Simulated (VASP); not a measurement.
Input of a VASP 6.6.1 run:

File INCAR:

```
SYSTEM = Ta
PREC     = Accurate       ! precision mode
ENCUT    = 520            ! plane-wave cutoff, eV
EDIFF    = 1E-7           ! SCF threshold, eV
ISMEAR   = -1             ! smearing method
SIGMA    = 0.05           ! smearing width, eV
LREAL    = .FALSE.        ! projectors in reciprocal space
LASPH    = .TRUE.         ! aspherical terms in the spheres
NELM     = 60             ! most SCF steps
ALGO     = Normal         ! electronic algorithm
ISIF     = 2              ! what is computed and relaxed
LWAVE    = .FALSE.        ! write WAVECAR
LCHARG   = .FALSE.        ! write CHGCAR
GGA      = PE             ! functional
NBANDS   = 48             ! bands
```

File KPOINTS:

```
regular mesh
0
G
  3 3 3
  0 0 0
```

POSCAR

```
Ta
1.0
   -3.2768380000      3.2768380000      3.2768380000
    3.2768380000     -3.2768380000      3.2768380000
    3.2768380000      3.2768380000     -3.2768380000
Ta
7
Direct
   -0.0033256145     -0.0042493709     -0.0018862696
   -0.0033866490     -0.0038494427      0.4979359675
   -0.0035782971      0.4953763354     -0.0014274432
    0.4953075190     -0.0055925865     -0.0032935714
    0.4966562277     -0.0046105422      0.4977768202
    0.4964137684      0.4954468301     -0.0024445822
    0.4979941029      0.4956610611      0.4978027599
```

Potentials or basis: VASP PAW PBE potentials, release 64 (Ta_pv).

Command:

```bash
$ cat potpaw_PBE.64/Ta_pv/POTCAR > POTCAR
$ mpirun -np 1 vasp_std > vasp.out
```

Problem. What does it give for the pressure?

Solution. -1.2 GPa.

Problem. What does it give for the largest force?

Solution. 0.013 eV/Å.

Forces on the atoms (eV/Å):
```
Ta  -0.008 -0.001 -0.006
Ta   0.002 -0.010  0.004
Ta   0.012  0.004  0.004
Ta  -0.005 -0.001  0.004
Ta   0.001 -0.006 -0.002
Ta  -0.001  0.008  0.000
Ta  -0.002  0.005 -0.005
```

Caveat: the k points lie up to 0.45 Å⁻¹ apart.
